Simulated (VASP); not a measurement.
A run of VASP 6.6.1:

The input POSCAR:

```
Ge
1.0
   -2.5744900000      2.5744900000      1.3974150000
    2.5744900000     -2.5744900000      1.3974150000
    2.5744900000      2.5744900000     -1.3974150000
Ge
2
Direct
    0.2500000000      0.7500000000      0.5000000000
    0.5000000000      0.5000000000      0.0000000000
```

The input INCAR.step1:

```
SYSTEM = Ge
ALGO = Normal
EDIFF = 1E-5
ENCUT = 550
GGA = PE
GGA_COMPAT = .FALSE.
ISMEAR = -1
ISYM = 0
LASPH = .TRUE.
LCHARG = .FALSE.
LREAL = .FALSE.
LWAVE = .TRUE.
NBANDS = 21
NELM = 120
PREC = Accurate
SIGMA = 0.2
```

Contents of INCAR.step2:

```
SYSTEM = Ge
ALGO = Normal
EDIFF = 1E-6
ENCUT = 550
GGA_COMPAT = .FALSE.
ISIF = 2
ISMEAR = -1
ISTART = 1
ISYM = 0
LASPH = .TRUE.
LCHARG = .TRUE.
LELF = .TRUE.
LMIXTAU = .TRUE.
LREAL = .FALSE.
LVHAR = .TRUE.
LWAVE = .FALSE.
METAGGA = R2SCAN
NBANDS = 21
NELM = 120
PREC = Accurate
SIGMA = 0.2
```

File KPOINTS:

```
k-points
0
G
  12 12 8
  0 0 0
```

Potentials or basis: VASP PAW PBE potentials, release 64 (Ge_d).

The run is started by

```console
$ cat potpaw_PBE.64/Ge_d/POTCAR > POTCAR
$ cp INCAR.step1 INCAR
$ mpirun -np 1 vasp_std > vasp.out
$ cp INCAR.step2 INCAR
$ mpirun -np 1 vasp_std > vasp.out
```

Hardware: 1 thread of AMD EPYC 9R45 96-Core Processor (Zen 5) (shared host).

How long does it take, and how much memory?

It took 16 min on 1 thread of AMD EPYC 9R45 96-Core Processor (Zen 5) (shared host), peak memory 0.44 GiB. Counts: k points 580.
